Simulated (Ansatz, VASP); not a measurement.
# One calculation of TiCo, two programs

The input INCAR:

```
PREC = Accurate
ENCUT = 520
EDIFF = 1E-6
ISMEAR = 0
SIGMA = 0.1
LREAL = False
LASPH = True
NELM = 150
ALGO = Normal
ISIF = 2
LWAVE = False
LCHARG = False
ISPIN = 2
MAGMOM = 0 1.09
LORBIT = 11
LMAXMIX = 4
GGA = PE
NBANDS = 22
```

File KPOINTS:

```
Automatic mesh
0
Gamma
  14 14 14
```

File POSCAR:

```
TiCo
1.0
    3.0441430785      0.0000000000      0.0000000000
    0.0000000000      3.0441430785      0.0000000000
    0.0000000000      0.0000000000      3.0441430785
Ti Co
1 1
Direct
    0.0000000000      0.0000000000      0.0000000000
    0.5000000000      0.5000000000      0.5000000000
```

Input for Ansatz:

```yaml
crystal:
  lattice:
    - [3.0441430785, 0.0, 0.0]
    - [0.0, 3.0441430785, 0.0]
    - [0.0, 0.0, 3.0441430785]
  atoms:
    - { symbol: Ti, position: [0.0, 0.0, 0.0] }
    - { symbol: Co, position: [0.5, 0.5, 0.5], spin: 1.09 }
basis:
  ecutwfc: 420
kpoints:
  mp_grid: { grid: [14, 14, 14] }
hamiltonian:
  xc: pbe
scf:
  occupations: { method: gaussian, width: 0.1 }
output:
  forces: true
  stress: true
  eigenvalues: true
  populations: true
magnetization:
  spin_polarized: true
```

Alike in both runs: task single point; functional PBE; k mesh 14 × 14 × 14; occupations gaussian, width 0.1 eV; collinear spin.

```csv
,VASP,Ansatz
version,VASP 6.6.1,Ansatz 0.2.0
potentials or method,"VASP PAW PBE potentials, release 64 (Ti_sv, Co), cutoff 520 eV","scalar-relativistic, plane waves, PAW"
valence electrons in the cell,21,29
```

|  | VASP | Ansatz | Ansatz less VASP |
| --- | --- | --- | --- |
| gap on the k mesh at the Fermi level (eV) | none | none | - |
| pressure (GPa) | -8.7 | -8.5 | +0.15 |
| net moment per atom (μB) | 0.46 | 0.46 | -0.001 |
| size of the moment on the site where the two differ most (μB) | 1.06 | 1.09 | +0.029 |

Site moments also hang on the region over which each program counts them. A gap of «none» marks a metal or a gap that the smearing closes. VASP's potentials hold 21 valence electrons a cell and Ansatz's 29, so a difference there can come from the potentials and not from the codes.
